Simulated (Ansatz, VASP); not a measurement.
Cl in VASP and in Ansatz

File INCAR:

```
SYSTEM = Cl
PREC = Accurate
ENCUT = 520
EDIFF = 1E-6
ISMEAR = 0
SIGMA = 0.1
LREAL = .False.
LASPH = .True.
NELM = 100
ALGO = Normal
ISIF = 2
LWAVE = .False.
LCHARG = .False.
GGA = PE
NBANDS = 22
```

The input KPOINTS:

```
Automatic mesh
0
Gamma
  4 6 2
  0 0 0
```

POSCAR

```
Cl
1.0
    4.0184486800      0.0000000000      0.0000000000
    0.0000000000      3.2483627300      0.0000000000
    0.0000000000      0.0000000000      8.6669681300
Cl
4
Direct
    0.0469999900      0.2500000000      0.8930000100
    0.4530000100      0.7500000000      0.3930000100
    0.5469999900      0.2500000000      0.6069999900
    0.9530000100      0.7500000000      0.1069999900
```

Input for Ansatz:

```yaml
crystal:
  lattice:
    - [4.01844868, 0.0, 0.0]
    - [0.0, 3.24836273, 0.0]
    - [0.0, 0.0, 8.66696813]
  atoms:
    - { symbol: Cl, position: [0.04699999, 0.25, 0.89300001] }
    - { symbol: Cl, position: [0.45300001, 0.75, 0.39300001] }
    - { symbol: Cl, position: [0.54699999, 0.25, 0.60699999] }
    - { symbol: Cl, position: [0.95300001, 0.75, 0.10699999] }
basis:
  ecutwfc: 420
kpoints:
  mp_grid: { grid: [4, 6, 2] }
hamiltonian:
  xc: pbe
scf:
  occupations: { method: gaussian, width: 0.1 }
  lower_state_search: "off"
output:
  forces: true
  stress: true
  eigenvalues: true
```

Alike in both runs: task single point; functional PBE; k mesh 4 × 6 × 2; occupations gaussian, width 0.1 eV; no spin polarisation.

|  | VASP | Ansatz |
| --- | --- | --- |
| version | VASP 6.6.1 | Ansatz 0.2.0 |
| potentials or method | VASP PAW PBE potentials, release 64 (Cl), cutoff 520 eV | scalar-relativistic, plane waves, PAW |
| valence electrons in the cell | 28 | 28 |

VASP gave:

```
gap on the k mesh at the Fermi level (eV)                     : none
pressure (GPa)                                                : 0.5
traceless stress, the component that is largest in VASP (GPa) : 3.75
rms of the force components (eV/Å)                            : 0.422
```

Q: Estimate Ansatz's values.

A: gap on the k mesh at the Fermi level (eV): none; pressure (GPa): 0.6; traceless stress, the component that is largest in VASP (GPa): 3.76; rms of the force components (eV/Å): 0.432.

Atom by atom the forces differ by 0.010 eV/Å (rms over components). A gap of «none» marks a metal or a gap that the smearing closes. With one functional, cell and mesh, what is left measures potentials, basis and numerics.

The k mesh is coarse, so the values compare programs but aren't converged.
